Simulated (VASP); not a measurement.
Input of a VASP 6.6.1 run:

The input INCAR:

```
ALGO = Normal ; EDIFF = 1E-7
EDIFFG = -0.04 ; ENCUT = 750
GGA = PE ; GGA_COMPAT = False
IBRION = 2 ; ISIF = 3
ISMEAR = 0 ; LASPH = True
LCHARG = False ; LREAL = False
LWAVE = False ; NELM = 120
NELMIN = 4 ; NSW = 90
PREC = Accurate ; SIGMA = 0.1
```

The input KPOINTS:

```
k-points
0
Gamma
  6 6 4
```

POSCAR

```
Mg3NbO2
1.0
    4.7412716900      0.0000000000      0.0000000000
   -2.3706358500      4.1060617300      0.0000000000
    0.0000000000      0.0000000000      4.2129304000
Mg Nb O
3 1 2
Direct
    0.5197700900      0.4802299100      0.5000000000
    0.5197700900      0.0395401900      0.5000000000
    0.9604598100      0.4802299100      0.5000000000
    0.3333333300      0.6666666700      0.0000000000
    0.3333333300      0.6666666700      0.5000000000
    0.0000000000      0.0000000000      0.0000000000
```

Potentials or basis: VASP PAW PBE potentials, release 64 (Mg_sv, Nb_sv, O).

Command:

```console
$ cat potpaw_PBE.64/Mg_sv/POTCAR potpaw_PBE.64/Nb_sv/POTCAR potpaw_PBE.64/O/POTCAR > POTCAR
$ mpirun -np 1 vasp_std > vasp.out
```

Problem. What does it give for the band gap on the k mesh?

Solution. Zero (an odd number of electrons rules out a gap without spin polarisation).

Problem. Estimate the space group after relaxing (to 0.1 Å).

Solution. P-6m2 (No. 187).

Problem. Predict the relaxed volume.

Solution. 21.75 Å³/atom.

Problem. What does it give for the relaxed cell?

Solution. a = 6.105 Å, b = 6.105 Å, c = 4.043 Å, α = 90.00°, β = 90.00°, γ = 120.00°.

Final structure:
```cif
data_structure
_symmetry_space_group_name_H-M 'P 1'
_symmetry_Int_Tables_number 1
_cell_length_a 6.1051
_cell_length_b 6.1051
_cell_length_c 4.0434
_cell_angle_alpha 90.000
_cell_angle_beta 90.000
_cell_angle_gamma 120.000
_cell_volume 130.52
loop_
_atom_site_label
_atom_site_type_symbol
_atom_site_fract_x
_atom_site_fract_y
_atom_site_fract_z
_atom_site_occupancy
Mg1 Mg 0.52232 0.47768 0.50000 1
Mg2 Mg 0.52232 0.04465 0.50000 1
Mg3 Mg 0.95535 0.47768 0.50000 1
Nb1 Nb 0.33333 0.66667 0.00000 1
O1 O 0.33333 0.66667 0.50000 1
O2 O 0.00000 0.00000 0.00000 1
```

Caveat: the k points lie up to 0.39 Å⁻¹ apart in the final cell, too coarse for converged energies and pressures of a metal; the volume moved by over 15 % at a fixed basis, so the end points are rough; an odd number of electrons without spin polarisation forces a metal; a magnetic or distorted state may lie lower.
